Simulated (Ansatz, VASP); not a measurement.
CoSi in VASP and in Ansatz

INCAR

```
SYSTEM = CoSi
ALGO     = Normal         ! electronic algorithm
EDIFF    = 1E-6           ! SCF threshold, eV
ENCUT    = 520            ! plane-wave cutoff, eV
GGA      = PE             ! functional
ISIF     = 2              ! what is computed and relaxed
ISMEAR   = -1             ! smearing method
ISPIN    = 2              ! spin polarisation
LASPH    = .True.         ! aspherical terms in the spheres
LCHARG   = .True.         ! write CHGCAR
LELF     = .True.         ! ELF
LMAXMIX  = 4              ! l up to which the mixer works
LORBIT   = 11             ! projections on sites
LREAL    = .False.        ! projectors in reciprocal space
LVHAR    = .True.       
LWAVE    = .False.        ! write WAVECAR
MAGMOM   = 0.5 0          ! initial moments
NBANDS   = 18             ! bands
NELM     = 150            ! most SCF steps
PREC     = Accurate       ! precision mode
SIGMA    = 0.03           ! smearing width, eV
```

KPOINTS

```
k-points
0
Gamma
  14 14 14
  0 0 0
```

POSCAR

```
CoSi
1.0
    2.8269377447      0.0000000000      0.0000000000
    0.0000000000      2.8269377447      0.0000000000
    0.0000000000      0.0000000000      2.8269377447
Co Si
1 1
Direct
    0.0000000000      0.0000000000      0.0000000000
    0.5000000000      0.5000000000      0.5000000000
```

Input for Ansatz:

```yaml
crystal:
  lattice:
    - [2.8269377447, 0.0, 0.0]
    - [0.0, 2.8269377447, 0.0]
    - [0.0, 0.0, 2.8269377447]
  atoms:
    - { symbol: Co, position: [0.0, 0.0, 0.0], spin: 0.5 }
    - { symbol: Si, position: [0.5, 0.5, 0.5] }
magnetization:
  spin_polarized: true
kpoints:
  mp_grid: { grid: [14, 14, 14] }
scf:
  occupations: { method: fermi_dirac, width: 0.03 }
  lower_state_search: "off"
hamiltonian:
  xc: pbe
  pseudopotentials: { kind: paw }
output:
  forces: true
  stress: true
  eigenvalues: true
```

Change from the starting cell: volume scaled by 1.05, start moments a quarter as large, PAW files.

Alike in both runs: task single point; functional PBE; k mesh 14 × 14 × 14; occupations fermi-dirac, width 0.03 eV; collinear spin.

```csv
,VASP,Ansatz
version,VASP 6.6.1,Ansatz 0.2.0
potentials or method,"VASP PAW PBE potentials, release 64 (Co, Si)","PAW with Ansatz's default frozen-core files, scalar-relativistic"
plane-wave cutoff (eV),520,420
valence electrons in the cell,13,21
```

Ansatz gave:

* pressure (GPa): -8.1
* net moment per atom (μB): 0.35
* size of the moment on the site where the two differ most (μB): 0.71

Problem. What did VASP give for the same quantities?

Solution. Pressure (GPa): -8.4; net moment per atom (μB): 0.34; size of the moment on the site where the two differ most (μB): 0.68.

Site moments also hang on the region over which each program counts them. VASP's potentials hold 13 valence electrons a cell and Ansatz's 21, so a difference there can come from the potentials and not from the codes.
